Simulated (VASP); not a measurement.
Here is a VASP 6.6.1 calculation.

File INCAR:

```
SYSTEM = Rh
PREC     = Accurate       ! precision mode
ENCUT    = 520            ! plane-wave cutoff, eV
EDIFF    = 1E-6           ! SCF threshold, eV
ISMEAR   = -1             ! smearing method
SIGMA    = 0.05           ! smearing width, eV
LREAL    = .FALSE.        ! projectors in reciprocal space
LASPH    = .TRUE.         ! aspherical terms in the spheres
NELM     = 60             ! most SCF steps
ALGO     = Normal         ! electronic algorithm
ISIF     = 2              ! what is computed and relaxed
LWAVE    = .FALSE.        ! write WAVECAR
LCHARG   = .FALSE.        ! write CHGCAR
GGA      = PS             ! functional
NBANDS   = 14             ! bands
```

KPOINTS

```
regular mesh
0
G
  18 18 18
  0 0 0
```

POSCAR

```
Rh
1.0
    0.0000000000      1.8900246863      1.8900246863
    1.8900246863      0.0000000000      1.8900246863
    1.8900246863      1.8900246863      0.0000000000
Rh
1
Direct
    0.0000000000      0.0000000000      0.0000000000
```

Potentials or basis: VASP PAW PBE potentials, release 64 (Rh_pv).

Run with:

```console
$ cat potpaw_PBE.64/Rh_pv/POTCAR > POTCAR
$ mpirun -np 1 vasp_std > vasp.out
```

(1) What does it give for the pressure?

Answers

(1) -0.1 GPa.

Caveat: the PAW data sets were made with another functional, which shifts forces and pressure a little.
